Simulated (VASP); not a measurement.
# GaGe3 (P6_3/mmc) in VASP: further runs

The runs below take GaGe3 through single point, with PBE.

All numbers are computed with VASP 6.6.1; they aren't measurements. Logs are shortened: lines on timing, memory, paths and dates and some standing lists are left out, and cuts for length are marked.

**1. The cell of the first run**

Symmetry: P6_3/mmc, No. 194, hexagonal system. Conventional cell: a = 5.945 Å, b = 5.945 Å, c = 5.001 Å, α = 90.00°, β = 90.00°, γ = 120.00°. Ge (site symmetry mm2) has 8 Ge at 2.92 to 3.03 Å and 4 Ga at 2.97 to 3.05 Å within 3.8 Å. Ga (site symmetry -6m2) has 12 Ge at 2.97 to 3.05 Å within 3.9 Å.

**2. Single point, PBE**

Input file INCAR:

```
PREC     = Accurate       # precision mode
ENCUT    = 520            # plane-wave cutoff, eV
EDIFF    = 1E-6           # SCF threshold, eV
ISMEAR   = -1             # smearing method
SIGMA    = 0.05           # smearing width, eV
LREAL    = False          # projectors in reciprocal space
LASPH    = True           # aspherical terms in the spheres
NELM     = 100            # most SCF steps
ALGO     = Normal         # electronic algorithm
ISIF     = 2              # what is computed and relaxed
LWAVE    = False          # write WAVECAR
LCHARG   = False          # write CHGCAR
GGA      = PE             # functional
NBANDS   = 65             # bands
```

Input file KPOINTS:

```
regular mesh
0
Gamma
  5 5 5
```

Input file POSCAR:

```
GaGe3
1.0
    5.9448666689      0.0000000000      0.0000000000
   -2.9724333344      5.1484055573      0.0000000000
    0.0000000000      0.0000000000      5.0011593576
Ge Ga
6 2
Direct
    0.1635615050      0.3271230100      0.2500000000
    0.1635615050      0.8364384950      0.2500000000
    0.6728769900      0.8364384950      0.2500000000
    0.8364384950      0.6728769900      0.7500000000
    0.8364384950      0.1635615050      0.7500000000
    0.3271230100      0.1635615050      0.7500000000
    0.3333333333      0.6666666667      0.7500000000
    0.6666666667      0.3333333333      0.2500000000
```

Potentials or basis: VASP PAW PBE potentials, release 64 (Ge_d, Ga_d).

The run is started by

```bash
$ cat potpaw_PBE.64/Ge_d/POTCAR potpaw_PBE.64/Ga_d/POTCAR > POTCAR
$ mpirun -np 1 vasp_std > vasp.out
```

OUTCAR:

```text
PREC = Accurate
   ENCUT = 520
   EDIFF = 1E-6
   ISMEAR = -1
   LREAL = False
   LASPH = True
   NELM = 100
   ISIF = 2
   GGA = PE

 ion  position               nearest neighbor table
   1  0.164  0.327  0.250-   2 2.92   3 2.92
   2  0.164  0.836  0.250-   1 2.92   3 2.92
   3  0.673  0.836  0.250-   1 2.92   2 2.92
   4  0.836  0.673  0.750-   5 2.92   6 2.92
   5  0.836  0.164  0.750-   4 2.92   6 2.92
   6  0.327  0.164  0.750-   4 2.92   5 2.92
   7  0.333  0.667  0.750-
   8  0.667  0.333  0.250-

  LATTYP: Found a hexagonal cell.
 ALAT       =     5.9448666689
 C/A-ratio  =     0.8412567743

  Lattice vectors:

 A1 = (   5.9448666689,   0.0000000000,   0.0000000000)
 A2 = (  -2.9724333344,   5.1484055573,   0.0000000000)
 A3 = (   0.0000000000,   0.0000000000,   5.0011593576)

Analysis of symmetry for initial positions (statically):
=====================================================================
 Subroutine PRICEL returns:
 Original cell was already a primitive cell.

 Routine SETGRP: Setting up the symmetry group for a
 hexagonal supercell.

 Subroutine GETGRP returns: Found 24 space group operations
 (whereof 12 operations were pure point group operations)
 out of a pool of 24 trial point group operations.

The static configuration has the point symmetry D_3d.
 The point group associated with its full space group is D_6h.

Analysis of symmetry for dynamics (positions and initial velocities):
=====================================================================
 Subroutine PRICEL returns:
 Original cell was already a primitive cell.

 Routine SETGRP: Setting up the symmetry group for a
 hexagonal supercell.

 Subroutine GETGRP returns: Found 24 space group operations
 (whereof 12 operations were pure point group operations)
 out of a pool of 24 trial point group operations.

The dynamic configuration has the point symmetry D_3d.
 The point group associated with its full space group is D_6h.

 Subroutine INISYM returns: Found 24 space group operations
 (whereof 12 operations are pure point group operations),
 and found     1 'primitive' translations

----------------------------------------------------------------------------------------

                                     Primitive cell

  volume of cell :     153.0684

  direct lattice vectors                    reciprocal lattice vectors
     5.944866669  0.000000000  0.000000000     0.168212351  0.097117446  0.000000000
    -2.972433334  5.148405557  0.000000000     0.000000000  0.194234893  0.000000000
     0.000000000  0.000000000  5.001159358     0.000000000  0.000000000  0.199953636

  length of vectors
     5.944866669  5.944866669  5.001159358     0.194234893  0.194234893  0.199953636

  position of ions in fractional coordinates (direct lattice)
     0.163561505  0.327123010  0.250000000
     0.163561505  0.836438495  0.250000000
     0.672876990  0.836438495  0.250000000
     0.836438495  0.672876990  0.750000000
     0.836438495  0.163561505  0.750000000
     0.327123010  0.163561505  0.750000000
     0.333333333  0.666666667  0.750000000
     0.666666667  0.333333333  0.250000000

  ion indices of the primitive-cell ions
   primitive index   ion index
                 1           1
                 2           2
                 3           3
                 4           4
                 5           5
                 6           6
                 7           7
                 8           8

----------------------------------------------------------------------------------------

 KPOINTS: regular mesh

Automatic generation of k-mesh.
 Grid dimensions read from file:
 generate k-points for:    5    5    5

 Generating k-lattice:

  Cartesian coordinates                     Fractional coordinates (reciprocal lattice)
     0.033642470  0.019423489  0.000000000     0.200000000 -0.000000000  0.000000000
     0.000000000  0.038846979  0.000000000     0.000000000  0.200000000  0.000000000
     0.000000000  0.000000000  0.039990727     0.000000000  0.000000000  0.200000000

  Length of vectors
     0.038846979  0.038846979  0.039990727

  Shift w.r.t. Gamma in fractional coordinates (k-lattice)
     0.000000000  0.000000000  0.000000000

 Subroutine IBZKPT returns following result:
 ===========================================

 Found     15 irreducible k-points:

 Following reciprocal coordinates:
            Coordinates               Weight
  0.000000  0.000000  0.000000      1.000000
  0.200000  0.000000  0.000000      6.000000
  0.400000  0.000000  0.000000      6.000000
  0.200000  0.200000  0.000000      6.000000
  0.400000  0.200000  0.000000      6.000000
  0.000000  0.000000  0.200000      2.000000
  0.200000  0.000000  0.200000     12.000000
  0.400000  0.000000  0.200000     12.000000
  0.200000  0.200000  0.200000     12.000000
  0.400000  0.200000  0.200000     12.000000
  0.000000  0.000000  0.400000      2.000000
  0.200000  0.000000  0.400000     12.000000
  0.400000  0.000000  0.400000     12.000000
  0.200000  0.200000  0.400000     12.000000
  0.400000  0.200000  0.400000     12.000000
   k-points           NKPTS =     15   k-points in BZ     NKDIM =     15   number of bands    NBANDS=     65
   number of dos      NEDOS =    301   number of ions     NIONS =      8
   total plane-waves  NPLWV =  92160
   dimension x,y,z NGX =    48 NGY =   48 NGZ =   40
   dimension x,y,z NGXF=    96 NGYF=   96 NGZF=   80
   ions per type =               6   2
   NGX,Y,Z   is equivalent  to a cutoff of  13.42, 13.42, 13.30 a.u.
   NGXF,Y,Z  is equivalent  to a cutoff of  26.85, 26.85, 26.59 a.u.
 SYSTEM =  unknown system
   PREC   = accura    normal or accurate (medium, high low for compatibility)
   ISTART =      0    job   : 0-new  1-cont  2-samecut
   ICHARG =      2    charge: 1-file 2-atom 10-const
   ISPIN  =      1    spin polarized calculation?
   LNONCOLLINEAR =      F non collinear calculations
   LSORBIT =      F    spin-orbit coupling
   LASPH  =      T    aspherical Exc in radial PAW
   ENCUT  =  520.0 eV  38.22 Ry    6.18 a.u.  11.05 11.05  9.30*2*pi/ulx,y,z
   NELM   =    100;   NELMIN=  2; NELMDL= -5     # of ELM steps
   EDIFF  = 0.1E-05   stopping-criterion for ELM
   LREAL  =      F    real-space projection
[... 7 lines left out ...]
   TEBEG  =    0.0;   TEEND  =   0.0 temperature during run
   PSTRESS=    0.0 pullay stress
   NELECT =     110.0000    total number of electrons
   NUPDOWN=      -1.0000    fix difference up-down
   EMIN   =  10.00;   EMAX   =-10.00  energy-range for DOS
   EFERMI =   0.00;   METHOD = LEGACY
   ISMEAR =    -1;   SIGMA  =   0.05  broadening in eV -4-tet -1-fermi 0-gaus
   EFERMI_NEDOS =   21; number of points for ismear=-14 and -15
   IALGO  =     38    algorithm
   IMIX   =      4    mixing-type and parameters
     AMIX     =   0.40;   BMIX     =  1.00
     AMIX_MAG =   1.60;   BMIX_MAG =  1.00
  volume/ion in A,a.u.               =      19.13       129.12
  Fermi-wavevector in a.u.,A,eV,Ry     =   1.466371  2.771039 29.255846  2.150244
  Thomas-Fermi vector in A             =   2.582116
   LORBIT       =      0    0 simple, 1 ext, 2 COOP (PROOUT), +10 PAW based schemes
   GGA     = PE    functional components
   LHFCALC =     F    Hartree Fock is set to
   AEXX    =    0.0000 exact exchange contribution
   IVDW    =     0    specifies the selected vdW correction
   LEPSILON=     F    determine dielectric tensor
   LRPA    =     F    only Hartree local field effects (RPA)
 non-spin polarized calculation
  energy-cutoff  :      520.00
  volume of cell :      153.07
 maximum number of plane-waves:      4139
 NGX is ok and might be reduce to    48
   NGX = 23   NGY = 23   NGZ = 19

 number of electron     109.9999978 magnetization

 Free energy of the ion-electron system (eV)
  ---------------------------------------------------
  ext. energy  EPLUGINS =         0.00000000
  ---------------------------------------------------
  free energy    TOTEN  =       -30.79336214 eV

  energy without entropy =      -30.75592579  energy(sigma->0) =      -30.77464396

 E-fermi :   6.3104     XC(G=0): -11.1586

 val. band max:        6.3049899906   @ k =   0.4000   0.0000   0.2000
 cond. band min:       6.3122960808   @ k =   0.4000   0.0000   0.4000
 fundamental gap:      0.0073060902
 Fermi energy:         6.3104044065

 k-point     1 :       0.0000    0.0000    0.0000
  band No.  band energies     occupation
      1     -18.4478      2.00000
      2     -18.4355      2.00000
      3     -18.4355      2.00000
      4     -18.4281      2.00000
      5     -18.4172      2.00000
      6     -18.4090      2.00000
[... 57 lines left out ...]
     64      10.0554      0.00000
     65      13.3585      0.00000

 k-point     2 :       0.2000    0.0000    0.0000
  band No.  band energies     occupation
      1     -18.4416      2.00000
      2     -18.4322      2.00000
      3     -18.4264      2.00000
      4     -18.4243      2.00000
      5     -18.4127      2.00000
      6     -18.4058      2.00000
[... 57 lines left out ...]
     64      10.0648      0.00000
     65      11.5862      0.00000

 k-point     3 :       0.4000    0.0000    0.0000
  band No.  band energies     occupation
      1     -18.4357      2.00000
      2     -18.4167      2.00000
      3     -18.4157      2.00000
      4     -18.4124      2.00000
      5     -18.4088      2.00000
      6     -18.4049      2.00000
[... 805 lines left out ...]
     64      10.2895      0.00000
     65      11.2843      0.00000

 k-point    15 :       0.4000    0.2000    0.4000
  band No.  band energies     occupation
      1     -18.4238      2.00000
      2     -18.4199      2.00000
      3     -18.4141      2.00000
      4     -18.4092      2.00000
      5     -18.4067      2.00000
      6     -18.4057      2.00000
[... 57 lines left out ...]
     64       9.9351      0.00000
     65      10.2795      0.00000

------------------------ aborting loop because EDIFF is reached ----------------------------------------

  FORCE on cell =-STRESS in cart. coord.  units (eV):
  Direction    XX          YY          ZZ          XY          YZ          ZX
  --------------------------------------------------------------------------------------
  -------------------------------------------------------------------------------------
  Total        0.4258259      0.4258259      0.4091741      0.0000000      0.0000000      0.0000000
  in kB        4.4571480      4.4571480      4.2828529      0.0000000      0.0000000      0.0000000
  external PRESSURE =       4.3990496 kB  Pullay stress =       0.0000000 kB

 VOLUME and BASIS-vectors are now :
 -----------------------------------------------------------------------------
  energy-cutoff  :      520.00
  volume of cell :      153.07
      direct lattice vectors                 reciprocal lattice vectors
     5.944866669  0.000000000  0.000000000     0.168212351  0.097117446  0.000000000
    -2.972433334  5.148405557  0.000000000     0.000000000  0.194234893  0.000000000
     0.000000000  0.000000000  5.001159358     0.000000000  0.000000000  0.199953636

 POSITION                                       TOTAL-FORCE (eV/Angst)
 -----------------------------------------------------------------------------------
      0.00000      1.68416      1.25029         0.000000      0.208783     -0.000000
     -1.51391      4.30632      1.25029         0.180812     -0.104392      0.000000
      1.51391      4.30632      1.25029        -0.180812     -0.104392      0.000000
      2.97243      3.46424      3.75087        -0.000000     -0.208783      0.000000
      4.48634      0.84208      3.75087        -0.180812      0.104392      0.000000
      1.45853      0.84208      3.75087         0.180812      0.104392     -0.000000
     -0.00000      3.43227      3.75087        -0.000000      0.000000      0.000000
      2.97243      1.71614      1.25029         0.000000      0.000000      0.000000
 -----------------------------------------------------------------------------------
    total drift:                                0.000000     -0.000000      0.000000

  FREE ENERGIE OF THE ION-ELECTRON SYSTEM (eV)
  ---------------------------------------------------
  free  energy   TOTEN  =       -30.7933621375 eV

  energy  without entropy=      -30.7559257886  energy(sigma->0) =      -30.77464396
```

Run time: 77 s. Hardware: 1 thread of Intel Xeon 6975P-C (Granite Rapids), shared host; peak memory 0.34 GiB.

Results:

```yaml
Free_energy: -30.7934 eV
Pressure: 0.4 GPa
Largest_force: 0.209 eV/Å
Band_gap_on_the_k_mesh: zero (bands 55 and 56 overlap by 1.22 eV)
```

Forces on the atoms (eV/Å):
```
Ge   0.000  0.209  0.000
Ge   0.181 -0.104  0.000
Ge  -0.181 -0.104  0.000
Ge   0.000 -0.209  0.000
Ge  -0.181  0.104  0.000
Ge   0.181  0.104  0.000
Ga   0.000  0.000  0.000
Ga   0.000  0.000  0.000
```

Levels at points of the mesh, in eV from the Fermi level:
```
           k point  band 51  band 52  band 53  band 54  band 55  band 56  band 57  band 58  band 59  band 60
(0.00, 0.00, 0.00)    -2.59    -1.45    -1.26    -1.26    -0.94    -0.83    -0.83     0.52     1.70     1.70
```

(Part 1 of 2 ends here.)

The gap in the log of VASP goes by the Fermi energy; the results here count the filled bands.